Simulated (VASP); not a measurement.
Runs of VASP 6.6.1 on BeS. The structure is cubic, space group F-43m (No. 216). The conventional cell has a = 4.869 Å, b = 4.869 Å, c = 4.869 Å, α = 90.00°, β = 90.00°, γ = 90.00°. Within 2.8 Å of Be (site symmetry -43m) lie 4 S at 2.11 Å. S (site symmetry -43m) has 4 Be at 2.11 Å within 2.8 Å. 

| level | k mesh | grid for exact exchange (PRECFOCK) | gap on the mesh (eV) | pressure (GPa) |
| --- | --- | --- | --- | --- |
| PBE0 | 6 × 6 × 6 | Normal | (b) | -1.1 |
| PBE | 8 × 8 × 8 | - | 3.14 | 0.4 |
| PBE | 6 × 6 × 6 | - | 3.14 | 0.5 |
| r2SCAN | 6 × 6 × 6 | - | 3.60 | (a) |

Alike in all rows: task single point; potentials or basis VASP PAW PBE potentials, release 64 (Be, S); no spin polarisation; cell as given; cutoff (eV) 520; smearing gaussian 0.01 eV.

Task: Estimate the missing entries.

Result: (a) 0.3; (b) 4.80.

Caveats: the PAW data sets were made with another functional, which shifts forces and pressure a little (some runs).

A k mesh can miss the band edges.
